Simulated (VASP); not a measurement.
# Bi (P6_3/mmc) in VASP: notebook

The runs below take Bi through relaxation of shape and atoms at fixed volume, with PBE.

Program: VASP 6.6.1. These are calculated values, not measurements. Logs are shortened: lines on timing, memory, paths and dates and some standing lists are left out, and cuts for length are marked.

## Step 1: The cell of the first run

Symmetry: P6_3/mmc, No. 194, hexagonal system. The conventional cell has a = 3.232 Å, b = 3.232 Å, c = 5.328 Å, α = 90.00°, β = 90.00°, γ = 120.00°. Within 4.3 Å of Bi (site symmetry -6m2) lie 12 Bi at 3.23 to 3.25 Å.

## Step 2: Relaxation of shape and atoms at fixed volume, PBE

The input, INCAR:

```
SYSTEM = Bi
PREC = Accurate
ENCUT = 600
EDIFF = 1E-6
ISMEAR = -1
SIGMA = 0.05
LREAL = .False.
LASPH = .True.
NELM = 80
ALGO = Normal
ISIF = 4
LWAVE = .False.
LCHARG = .False.
GGA = PE
IBRION = 2
NSW = 50
EDIFFG = -0.005
```

The input, KPOINTS:

```
Automatic mesh
0
Gamma
  14 14 8
  0 0 0
```

The input, POSCAR:

```
Bi
1.0
    3.2316912780      0.0000000000      0.0000000000
   -1.6158456390      2.7987267439      0.0000000000
    0.0000000000      0.0000000000      5.3278655174
Bi
2
Direct
    0.3333333333      0.6666666667      0.2500000000
    0.6666666667      0.3333333333      0.7500000000
```

Potentials or basis: VASP PAW PBE potentials, release 64 (Bi_d).

Command:

```console
$ cat potpaw_PBE.64/Bi_d/POTCAR > POTCAR
$ mpirun -np 1 vasp_std > vasp.out
```

OUTCAR:

```text
SYSTEM = Bi
   PREC = Accurate
   ENCUT = 600
   EDIFF = 1E-6
   ISMEAR = -1
   LREAL = .False.
   LASPH = .True.
   NELM = 80
   ISIF = 4
   GGA = PE
   IBRION = 2
   NSW = 50
   EDIFFG = -0.005

 ion  position               nearest neighbor table
   1  0.333  0.667  0.250-   2 3.25   2 3.25   2 3.25   2 3.25   2 3.25   2 3.25
   2  0.667  0.333  0.750-   1 3.25   1 3.25   1 3.25   1 3.25   1 3.25   1 3.25

  LATTYP: Found a hexagonal cell.
 ALAT       =     3.2316912780
 C/A-ratio  =     1.6486307197

  Lattice vectors:

 A1 = (   3.2316912780,   0.0000000000,   0.0000000000)
 A2 = (  -1.6158456390,   2.7987267439,   0.0000000000)
 A3 = (   0.0000000000,   0.0000000000,   5.3278655174)

Analysis of symmetry for initial positions (statically):
=====================================================================
 Subroutine PRICEL returns:
 Original cell was already a primitive cell.

 Routine SETGRP: Setting up the symmetry group for a
 hexagonal supercell.

 Subroutine GETGRP returns: Found 24 space group operations
 (whereof 12 operations were pure point group operations)
 out of a pool of 24 trial point group operations.

The static configuration has the point symmetry D_3d.
 The point group associated with its full space group is D_6h.

Analysis of symmetry for dynamics (positions and initial velocities):
=====================================================================
 Subroutine PRICEL returns:
 Original cell was already a primitive cell.

 Routine SETGRP: Setting up the symmetry group for a
 hexagonal supercell.

 Subroutine GETGRP returns: Found 24 space group operations
 (whereof 12 operations were pure point group operations)
 out of a pool of 24 trial point group operations.

The dynamic configuration has the point symmetry D_3d.
 The point group associated with its full space group is D_6h.

 Subroutine INISYM returns: Found 24 space group operations
 (whereof 12 operations are pure point group operations),
 and found     1 'primitive' translations

----------------------------------------------------------------------------------------

                                     Primitive cell

  volume of cell :      48.1885

  direct lattice vectors                    reciprocal lattice vectors
     3.231691278  0.000000000  0.000000000     0.309435498  0.178652668  0.000000000
    -1.615845639  2.798726744  0.000000000     0.000000000  0.357305336  0.000000000
     0.000000000  0.000000000  5.327865517     0.000000000  0.000000000  0.187692425

  length of vectors
     3.231691278  3.231691278  5.327865517     0.357305336  0.357305336  0.187692425

  position of ions in fractional coordinates (direct lattice)
     0.333333333  0.666666667  0.250000000
     0.666666667  0.333333333  0.750000000

  ion indices of the primitive-cell ions
   primitive index   ion index
                 1           1
                 2           2

----------------------------------------------------------------------------------------

 KPOINTS: Automatic mesh

Automatic generation of k-mesh.
 Grid dimensions read from file:
 generate k-points for:   14   14    8

 Generating k-lattice:

  Cartesian coordinates                     Fractional coordinates (reciprocal lattice)
     0.022102536  0.012760905  0.000000000     0.071428571  0.000000000  0.000000000
     0.000000000  0.025521810  0.000000000     0.000000000  0.071428571  0.000000000
     0.000000000  0.000000000  0.023461553     0.000000000  0.000000000  0.125000000

  Length of vectors
     0.025521810  0.025521810  0.023461553

  Shift w.r.t. Gamma in fractional coordinates (k-lattice)
     0.000000000  0.000000000  0.000000000

 Subroutine IBZKPT returns following result:
 ===========================================

 Found    120 irreducible k-points:

 Following reciprocal coordinates:
            Coordinates               Weight
  0.000000  0.000000  0.000000      1.000000
  0.071429  0.000000  0.000000      6.000000
  0.142857  0.000000  0.000000      6.000000
  0.214286 -0.000000  0.000000      6.000000
  0.285714 -0.000000  0.000000      6.000000
  0.357143 -0.000000  0.000000      6.000000
[... 16 lines left out ...]
  0.285714  0.285714  0.000000      6.000000
  0.357143  0.285714  0.000000      6.000000
 [... further k-points ...]
   k-points           NKPTS =    120   k-points in BZ     NKDIM =    120   number of bands    NBANDS=     19
   number of dos      NEDOS =    301   number of ions     NIONS =      2
   total plane-waves  NPLWV =  37632
   dimension x,y,z NGX =    28 NGY =   28 NGZ =   48
   dimension x,y,z NGXF=    56 NGYF=   56 NGZF=   96
   ions per type =               2
   NGX,Y,Z   is equivalent  to a cutoff of  14.40, 14.40, 14.98 a.u.
   NGXF,Y,Z  is equivalent  to a cutoff of  28.81, 28.81, 29.95 a.u.
 SYSTEM =  Bi
   PREC   = accura    normal or accurate (medium, high low for compatibility)
   ISTART =      0    job   : 0-new  1-cont  2-samecut
   ICHARG =      2    charge: 1-file 2-atom 10-const
   ISPIN  =      1    spin polarized calculation?
   LNONCOLLINEAR =      F non collinear calculations
   LSORBIT =      F    spin-orbit coupling
   LASPH  =      T    aspherical Exc in radial PAW
   ENCUT  =  600.0 eV  44.10 Ry    6.64 a.u.   6.45  6.45 10.64*2*pi/ulx,y,z
   NELM   =     80;   NELMIN=  2; NELMDL= -5     # of ELM steps
   EDIFF  = 0.1E-05   stopping-criterion for ELM
   LREAL  =      F    real-space projection
   EDIFFG = -.5E-02   stopping-criterion for IOM
   NSW    =     50    number of steps for IOM
   IBRION =      2    ionic relax: 0-MD 1-quasi-New 2-CG
   NFREE  =      1    steps in history (QN), initial steepest desc. (CG)
   ISIF   =      4    stress and relaxation
   ISYM   =      2    0-nonsym 1-usesym 2-fastsym
   POTIM  = 0.5000    time-step for ionic-motion
   TEBEG  =    0.0;   TEEND  =   0.0 temperature during run
   PSTRESS=    0.0 pullay stress
   NELECT =      30.0000    total number of electrons
   NUPDOWN=      -1.0000    fix difference up-down
   EMIN   =  10.00;   EMAX   =-10.00  energy-range for DOS
   EFERMI =   0.00;   METHOD = LEGACY
   ISMEAR =    -1;   SIGMA  =   0.05  broadening in eV -4-tet -1-fermi 0-gaus
   EFERMI_NEDOS =   21; number of points for ismear=-14 and -15
   IALGO  =     38    algorithm
   IMIX   =      4    mixing-type and parameters
     AMIX     =   0.40;   BMIX     =  1.00
     AMIX_MAG =   1.60;   BMIX_MAG =  1.00
  volume/ion in A,a.u.               =      24.09       162.60
  Fermi-wavevector in a.u.,A,eV,Ry     =   1.397872  2.641595 26.586408  1.954046
  Thomas-Fermi vector in A             =   2.521086
   LORBIT       =      0    0 simple, 1 ext, 2 COOP (PROOUT), +10 PAW based schemes
   GGA     = PE    functional components
   LHFCALC =     F    Hartree Fock is set to
   AEXX    =    0.0000 exact exchange contribution
   IVDW    =     0    specifies the selected vdW correction
   LEPSILON=     F    determine dielectric tensor
   LRPA    =     F    only Hartree local field effects (RPA)
 conjugate gradient relaxation of ions
 non-spin polarized calculation
  energy-cutoff  :      600.00
  volume of cell :       48.19
 maximum number of plane-waves:      1631
 NGX is ok and might be reduce to    28
   NGX = 13   NGY = 13   NGZ = 21

--------------------------------------- Ionic step        1  -------------------------------------------

 number of electron      30.0000001 magnetization

 Free energy of the ion-electron system (eV)
  ---------------------------------------------------
  ext. energy  EPLUGINS =         0.00000000
  ---------------------------------------------------
  free energy    TOTEN  =        -6.50994884 eV

  energy without entropy =       -6.49860636  energy(sigma->0) =       -6.50427760

------------------------ aborting loop because EDIFF is reached ----------------------------------------

  FORCE on cell =-STRESS in cart. coord.  units (eV):
  Direction    XX          YY          ZZ          XY          YZ          ZX
  --------------------------------------------------------------------------------------
  -------------------------------------------------------------------------------------
  Total        8.2910971      8.2910971      7.7355559      0.0000000      0.0000000      0.0000000
  in kB      275.6633101    275.6633101    257.1926146      0.0000000      0.0000000      0.0000000
  external PRESSURE =     269.5064116 kB  Pullay stress =       0.0000000 kB
[... 57 lines left out ...]
  energy  without entropy=       -6.5018794077  energy(sigma->0) =       -6.50729676

--------------------------------------- Ionic step        3  -------------------------------------------

 number of electron      29.9999999 magnetization

 Free energy of the ion-electron system (eV)
  ---------------------------------------------------
  ext. energy  EPLUGINS =         0.00000000
  ---------------------------------------------------
  free energy    TOTEN  =        -6.51274839 eV

  energy without entropy =       -6.50210467  energy(sigma->0) =       -6.50742653

 E-fermi :  11.6484     XC(G=0): -11.5754

 val. band max:       11.6395986109   @ k =   0.3571   0.0714   0.1250
 cond. band min:      11.6845759448   @ k =   0.3571   0.2143   0.1250
 fundamental gap:      0.0449773340
 Fermi energy:        11.6483796980

 k-point     1 :       0.0000    0.0000    0.0000
  band No.  band energies     occupation
      1     -11.8064      2.00000
      2     -11.7834      2.00000
      3     -11.7433      2.00000
      4     -11.7433      2.00000
      5     -11.7190      2.00000
      6     -11.7190      2.00000
[... 11 lines left out ...]
     18      18.7257      0.00000
     19      19.7043      0.00000
[... 489 lines left out ...]
      3     -11.7030      2.00000
      4     -11.6896      2.00000
      5     -11.6715      2.00000
      6     -11.6133      2.00000
[... 11 lines left out ...]
     18      11.2172      1.99964
     19      15.3266      0.00000

 [... further k-points ...]
[... 5 lines left out ...]
  --------------------------------------------------------------------------------------
  -------------------------------------------------------------------------------------
  Total        8.0941934      8.0941934      8.0872896      0.0000000     -0.0000000      0.0000000
  in kB      269.1166327    269.1166327    268.8870963      0.0000000     -0.0000000      0.0000000
  external PRESSURE =     269.0401205 kB  Pullay stress =       0.0000000 kB
[... 17 lines left out ...]
  FREE ENERGIE OF THE ION-ELECTRON SYSTEM (eV)
  ---------------------------------------------------
  free  energy   TOTEN  =        -6.5127483896 eV

  energy  without entropy=       -6.5021046651  energy(sigma->0) =       -6.50742653

 reached required accuracy - stopping structural energy minimisation
```

It took 1.7 min on 1 thread of Intel Xeon 6975P-C (Granite Rapids), shared host; peak memory 0.26 GiB.

Results:

```
Free energy               : -6.5127 eV
Energy gained by relaxing : 1.4 meV/atom
Ionic steps               : 3
Pressure after relaxing   : 26.9 GPa
Band gap on the k mesh    : zero (band 15 reaches 17.14 eV, above the bottom of band 16 at 8.10 eV)
```

The path:
| step | energy change (eV) | largest force (eV/Å) | pressure (GPa) | volume (Å³) |
| --- | --- | --- | --- | --- |
| 1 | 0.0000 | 0.0000 | 26.95 | 48.19 |
| 2 | -0.0028 | 0.0000 | 26.91 | 48.19 |
| 3 | -0.0028 | 0.0000 | 26.90 | 48.19 |

Final structure:
```yaml
crystal:
  lattice:
    - [3.24794, 0.00000, 0.00000]
    - [-1.62397, 2.81280, 0.00000]
    - [0.00000, 0.00000, 5.27468]
  atoms:
    - { symbol: Bi, position: [0.33333, 0.66667, 0.25000] }
    - { symbol: Bi, position: [0.66667, 0.33333, 0.75000] }
```

Caveat: spin-orbit coupling is left out, which moves the levels of the heavy elements.

## Step 3: Relaxation of shape and atoms at fixed volume, PBE

This run uses another cell than the first one, of 26.63 Å³/atom, 1.105 times its volume.

The input, INCAR:

```
  PREC = Accurate
  ENCUT = 600
  EDIFF = 1E-7
  ISMEAR = -1
  SIGMA = 0.05
  LREAL = False
  LASPH = True
  NELM = 100
  ALGO = Normal
  ISIF = 4
  LWAVE = False
  LCHARG = False
  GGA = PE
  IBRION = 2
  NSW = 50
  EDIFFG = -0.005
```

The input, KPOINTS:

```
regular mesh
0
Gamma
  14 14 8
```

The input, POSCAR:

```
Bi
1.0
    3.3413227734      0.0000000000      0.0000000000
   -1.6706613867      2.8936704040      0.0000000000
    0.0000000000      0.0000000000      5.5086073686
Bi
2
Direct
    0.3333333333      0.6666666667      0.2500000000
    0.6666666667      0.3333333333      0.7500000000
```

Potentials or basis: VASP PAW PBE potentials, release 64 (Bi_d).

Command:

```console
$ cat potpaw_PBE.64/Bi_d/POTCAR > POTCAR
$ mpirun -np 1 vasp_std > vasp.out
```

Wall time 2 min (1 thread of Intel Xeon 6975P-C (Granite Rapids), shared host); peak memory 0.27 GiB.

It converged, with:

```yaml
Free_energy: -7.1362 eV
Energy_gained_by_relaxing: 0.7 meV/atom
Ionic_steps: 3
Pressure_after_relaxing: 13.5 GPa
Band_gap_on_the_k_mesh: zero (band 15 reaches 15.05 eV, above the bottom of band 16 at 6.97 eV)
```

The path:
| step | energy change (eV) | largest force (eV/Å) | pressure (GPa) | volume (Å³) |
| --- | --- | --- | --- | --- |
| 1 | 0.0000 | 0.0000 | 13.50 | 53.26 |
| 2 | -0.0014 | 0.0000 | 13.47 | 53.26 |
| 3 | -0.0014 | 0.0000 | 13.46 | 53.26 |

Final structure:
```
CELL_PARAMETERS angstrom
3.35411 0.00000 0.00000
-1.67705 2.90474 0.00000
0.00000 0.00000 5.46670
ATOMIC_POSITIONS crystal
Bi 0.33333 0.66667 0.25000
Bi 0.66667 0.33333 0.75000
```

Levels at points of the mesh, in eV from the Fermi level:
```csv
k point,band 11,band 12,band 13,band 14,band 15,band 16,band 17,band 18,band 19
"(0.00, 0.00, 0.00)",-14.85,-11.06,-6.34,4.00,4.00,5.94,5.94,6.19,7.66
"(0.50, 0.00, 0.00)",-11.26,-9.94,-5.06,-3.49,-2.44,0.02,0.30,4.05,4.90
"(0.00, 0.00, 0.50)",-13.56,-13.56,-1.09,-1.09,4.91,4.91,4.91,4.91,8.29
"(0.50, 0.00, 0.50)",-10.45,-10.45,-5.80,-5.80,1.75,1.75,1.86,1.86,5.78
```

Caveat: spin-orbit coupling is left out, which moves the levels of the heavy elements.
